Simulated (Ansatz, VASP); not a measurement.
## One calculation of Ga2O3, two programs

Contents of INCAR:

```
SYSTEM = Ga2O3
PREC = Accurate
ENCUT = 520
EDIFF = 1E-6
ISMEAR = 0
SIGMA = 0.01
LREAL = .FALSE.
LASPH = .TRUE.
NELM = 80
ALGO = Normal
ISIF = 2
LWAVE = .FALSE.
LCHARG = .FALSE.
GGA = PE
NBANDS = 30
```

The input KPOINTS:

```
regular mesh
0
G
  9 9 4
  0 0 0
```

POSCAR

```
Ga2O3
1.0
    2.9940125686      0.0000000000      0.0000000000
   -1.4970062843      2.5928909437      0.0000000000
    0.0000000000      0.0000000000      7.4302378978
Ga O
2 3
Direct
    0.3333333333      0.6666666667      0.1886535940
    0.6666666667      0.3333333333      0.8113464060
    0.0000000000      0.0000000000      0.0000000000
    0.3333333333      0.6666666667      0.7129020079
    0.6666666667      0.3333333333      0.2870979921
```

Input for Ansatz:

```yaml
crystal:
  lattice:
    - [2.9940125686, 0.0, 0.0]
    - [-1.4970062843, 2.5928909437, 0.0]
    - [0.0, 0.0, 7.4302378978]
  atoms:
    - { symbol: Ga, position: [0.3333333333, 0.6666666667, 0.188653594] }
    - { symbol: Ga, position: [0.6666666667, 0.3333333333, 0.811346406] }
    - { symbol: O, position: [0.0, 0.0, 0.0] }
    - { symbol: O, position: [0.3333333333, 0.6666666667, 0.7129020079] }
    - { symbol: O, position: [0.6666666667, 0.3333333333, 0.2870979921] }
kpoints:
  mp_grid: { grid: [9, 9, 4] }
hamiltonian:
  xc: pbe
scf:
  occupations: { method: fixed }
  n_extra_bands: 5
output:
  forces: true
  stress: true
  eigenvalues: true
```

Alike in both runs: task single point; functional PBE; k mesh 9 × 9 × 4; no spin polarisation.

|  | VASP | Ansatz |
| --- | --- | --- |
| version | VASP 6.6.1 | Ansatz 0.2.0 |
| potentials or method | VASP PAW PBE potentials, release 64 (Ga_d, O) | plane waves, PAW |
| plane-wave cutoff (eV) | 520 | 420 |
| occupations | gaussian, width 0.01 eV | fixed |
| valence electrons in the cell | 44 | 44 |

|  | VASP | Ansatz | Ansatz less VASP |
| --- | --- | --- | --- |
| gap on the k mesh at the Fermi level (eV) | 2.77 | 2.79 | +0.022 |
| pressure (GPa) | 6.0 | 5.2 | -0.71 |
| traceless stress, the component that is largest in VASP (GPa) | -2.13 | -1.76 | +0.373 |
| rms of the force components (eV/Å) | 0.127 | 0.121 | -0.0060 |

Atom by atom the forces differ by 0.015 eV/Å (rms over components).
